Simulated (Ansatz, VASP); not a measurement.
## InSb3 in VASP and in Ansatz

The input INCAR:

```
SYSTEM = InSb3
ALGO = Normal ; EDIFF = 1E-6
ENCUT = 520 ; GGA = PS
ISIF = 2 ; ISMEAR = 0
LASPH = .TRUE. ; LCHARG = .FALSE.
LREAL = .FALSE. ; LWAVE = .FALSE.
NBANDS = 22 ; NELM = 60
PREC = Accurate ; SIGMA = 0.15
```

KPOINTS

```
k-points
0
G
  8 8 8
  0 0 0
```

The input POSCAR:

```
InSb3
1.0
    4.6338930603      0.1104095949      0.1104095949
    0.1104095949      4.6338930603      0.1104095949
    0.1104095949      0.1104095949      4.6338930603
In Sb
1 3
Direct
    0.0000000000      0.0000000000      0.0000000000
    0.5000000000      0.0000000000      0.5000000000
    0.0000000000      0.5000000000      0.5000000000
    0.5000000000      0.5000000000      0.0000000000
```

Input for Ansatz:

```yaml
crystal:
  lattice:
    - [4.6338930603, 0.1104095949, 0.1104095949]
    - [0.1104095949, 4.6338930603, 0.1104095949]
    - [0.1104095949, 0.1104095949, 4.6338930603]
  atoms:
    - { symbol: In, position: [0.0, 0.0, 0.0] }
    - { symbol: Sb, position: [0.5, 0.0, 0.5] }
    - { symbol: Sb, position: [0.0, 0.5, 0.5] }
    - { symbol: Sb, position: [0.5, 0.5, 0.0] }
basis:
  ecutwfc: 420
kpoints:
  mp_grid: { grid: [8, 8, 8] }
hamiltonian:
  xc: pbesol
  pseudopotentials: { kind: paw, azcp: { folder: soft_1 } }
scf:
  occupations: { method: gaussian, width: 0.15 }
output:
  forces: true
  stress: true
  eigenvalues: true
```

Change from the starting cell: equal engineering shear yz, xz and xy +0.0467, equal normal strain along x, y and z -0.0200.

Alike in both runs: task single point; functional PBEsol; k mesh 8 × 8 × 8; occupations gaussian, width 0.15 eV; no spin polarisation.

|  | VASP | Ansatz |
| --- | --- | --- |
| version | VASP 6.6.1 | Ansatz 0.2.0 |
| potentials or method | VASP PAW PBE potentials, release 64 (In_d, Sb), cutoff 520 eV | scalar-relativistic, plane waves, PAW |
| valence electrons in the cell | 28 | 58 |

|  | VASP | Ansatz | Ansatz less VASP |
| --- | --- | --- | --- |
| gap on the k mesh at the Fermi level (eV) | none | none | - |
| pressure (GPa) | 4.6 | 4.6 | -0.05 |
| traceless stress, the component that is largest in VASP (GPa) | -1.29 | -1.28 | +0.013 |

VASP's potentials were made for PBE, not for PBEsol, and Ansatz warns of the same on its side. A gap of «none» marks a metal or a gap that the smearing closes. VASP's potentials hold 28 valence electrons a cell and Ansatz's 58, so a difference there can come from the potentials and not from the codes.

Neither program's run includes spin-orbit coupling.
